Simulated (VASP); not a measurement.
Write the native input for VASP 6.6.1 that does the following.

```yaml
Task: single point
Functional: PBEsol
Potentials_or_basis: VASP PAW PBE potentials, release 64 (Cd, F)
Cutoff: 520 eV
k_mesh: 8 × 8 × 8
Occupations: gaussian, width 0.05 eV
Spin: no spin polarisation
Dipole_correction: no
Further_INCAR_settings: ALGO = Normal; EDIFF = 1e-06; NBANDS = 20
```

The structure of CdF2 lies in POSCAR:

```
CdF2
1.0
    0.0000000000      2.5063851894      2.6088963436
    2.5063851894      0.0000000000      2.6088963436
    2.5063851894      2.5063851894      0.0000000000
Cd F
1 2
Direct
    0.0000000000      0.0000000000      0.0000000000
    0.2500000000      0.2500000000      0.2500000000
    0.7500000000      0.7500000000      0.7500000000
```

One way to write it, as run:

INCAR

```
PREC = Accurate
ENCUT = 520
EDIFF = 1E-6
ISMEAR = 0
SIGMA = 0.05
LREAL = False
LASPH = True
NELM = 100
ALGO = Normal
ISIF = 2
LWAVE = False
LCHARG = True
GGA = PS
LELF = True
LVHAR = True
NBANDS = 20
```

KPOINTS

```
Automatic mesh
0
Gamma
  8 8 8
```

Potentials or basis: VASP PAW PBE potentials, release 64 (Cd, F).

The run is started by

```sh
$ cat potpaw_PBE.64/Cd/POTCAR potpaw_PBE.64/F/POTCAR > POTCAR
$ mpirun -np 1 vasp_std > vasp.out
```

Results of the run:

```json
{
 "Pressure": "30.9 GPa",
 "Band gap on the k mesh": "3.48 eV (least direct gap 3.62 eV)"
}
```

Caveat: the cell stands under pressure; the PAW data sets were made with another functional, which shifts forces and pressure a little.

Run time: 55 s on 1 thread of Intel Xeon 8259CL (shared host), peak memory 0.18 GiB.
